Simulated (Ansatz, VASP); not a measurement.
MgS: VASP beside Ansatz

```xyz
2
Lattice="0.0000 2.6044 2.6044 2.6044 0.0000 2.6044 2.6044 2.6044 0.0000" Properties=species:S:1:pos:R:3 pbc="T T T"
Mg    0.0000    0.0000    0.0000
S     2.6044    2.6044    2.6044
```

Alike in both runs: task single point; functional PBE; k mesh 2 × 2 × 2; occupations gaussian, width 0.1 eV; no spin polarisation.

|  | VASP | Ansatz |
| --- | --- | --- |
| version | VASP 6.6.1 | Ansatz 0.2.0 |
| potentials or method | VASP PAW PBE potentials, release 64 (Mg, S), cutoff 600 eV | scalar-relativistic, plane waves, PAW |
| valence electrons in the cell | 8 | 16 |

|  | VASP | Ansatz | Ansatz less VASP |
| --- | --- | --- | --- |
| gap on the k mesh at the Fermi level (eV) | 2.43 | 2.46 | +0.026 |
| least direct gap on the mesh (eV) | 3.54 | 3.56 | +0.018 |
| pressure (GPa) | 7.5 | 7.8 | +0.28 |

VASP's potentials hold 8 valence electrons a cell and Ansatz's 16, so a difference there can come from the potentials and not from the codes.

The k mesh is coarse, so the values compare programs but aren't converged.
